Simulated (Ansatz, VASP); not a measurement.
# One calculation of AgCl, two programs

POSCAR

```
AgCl
1.0
    0.0425221518      2.8157059644      2.8157059644
    2.8157059644      0.0425221518      2.8157059644
    2.8157059644      2.8157059644      0.0425221518
Ag Cl
1 1
Direct
    0.0000000000      0.0000000000      0.0000000000
    0.5000000000      0.5000000000      0.5000000000
```

File INCAR.step1:

```
SYSTEM = AgCl
PREC     = Accurate       ! precision mode
ENCUT    = 520            ! plane-wave cutoff, eV
EDIFF    = 1E-5           ! SCF threshold, eV
ISMEAR   = 0              ! smearing method
SIGMA    = 0.01           ! smearing width, eV
LREAL    = .False.        ! projectors in reciprocal space
LASPH    = .True.         ! aspherical terms in the spheres
NELM     = 100            ! most SCF steps
ALGO     = Normal         ! electronic algorithm
ISIF     = 2              ! what is computed and relaxed
LWAVE    = .True.         ! write WAVECAR
GGA      = PE             ! functional
NBANDS   = 16             ! bands
KPAR     = 4
```

The input INCAR.step2:

```
SYSTEM = AgCl
PREC     = Accurate       ! precision mode
ENCUT    = 520            ! plane-wave cutoff, eV
EDIFF    = 1E-7           ! SCF threshold, eV
ISMEAR   = 0              ! smearing method
SIGMA    = 0.01           ! smearing width, eV
LREAL    = .False.        ! projectors in reciprocal space
LASPH    = .True.         ! aspherical terms in the spheres
NELM     = 100            ! most SCF steps
ALGO     = Normal         ! electronic algorithm
ISIF     = 2              ! what is computed and relaxed
LWAVE    = .False.        ! write WAVECAR
LCHARG   = .True.         ! write CHGCAR
GGA      = PE             ! functional
LHFCALC  = .True.         ! exact exchange
HFSCREEN = 0.2079         ! screening, 1/A
PRECFOCK = Normal       
LVHAR    = .True.       
ISTART   = 1            
NBANDS   = 16             ! bands
KPAR     = 4
```

KPOINTS

```
regular mesh
0
Gamma
  6 6 6
  0 0 0
```

Input for Ansatz:

```yaml
crystal:
  lattice:
    - [0.0425221518, 2.8157059644, 2.8157059644]
    - [2.8157059644, 0.0425221518, 2.8157059644]
    - [2.8157059644, 2.8157059644, 0.0425221518]
  atoms:
    - { symbol: Ag, position: [0.0, 0.0, 0.0] }
    - { symbol: Cl, position: [0.5, 0.5, 0.5] }
kpoints:
  mp_grid: { grid: [6, 6, 6] }
  band_path:
    path:
      - [0.0, 0.0, 0.0]
      - [0.5, 0.0, 0.5]
      - [0.625, 0.25, 0.625]
      - [0.375, 0.375, 0.75]
      - [0.5, 0.5, 0.5]
      - [0.5, 0.25, 0.75]
      - [0.0375, 0.0375, 0.075]
    npoints: 1
hamiltonian:
  xc: hse06
scf:
  occupations: { method: fixed }
  n_extra_bands: 4
output:
  forces: true
  stress: true
  eigenvalues: true
```

Change from the starting cell: shear_111 strain +2.3%.

Alike in both runs: task single point; functional HSE06; k mesh 6 × 6 × 6; no spin polarisation.

|  | VASP | Ansatz |
| --- | --- | --- |
| version | VASP 6.6.1 | Ansatz 0.2.0 |
| potentials or method | VASP PAW PBE potentials, release 64 (Ag, Cl) | plane waves, PAW |
| plane-wave cutoff (eV) | 520 | 420 |
| occupations | gaussian, width 0.01 eV | fixed |
| valence electrons in the cell | 18 | 26 |

|  | VASP | Ansatz | Ansatz less VASP |
| --- | --- | --- | --- |
| gap on the k mesh at the Fermi level (eV) | 2.38 | 2.40 | +0.020 |
| pressure (GPa) | 0.2 | 0.3 | +0.14 |
| traceless stress, the component that is largest in VASP (GPa) | -0.12 | -0.12 | 0.000 |

VASP's potentials hold 18 valence electrons a cell and Ansatz's 26, so a difference there can come from the potentials and not from the codes. Ansatz's warnings: stress exchange threshold loose, stress scf threshold loose.
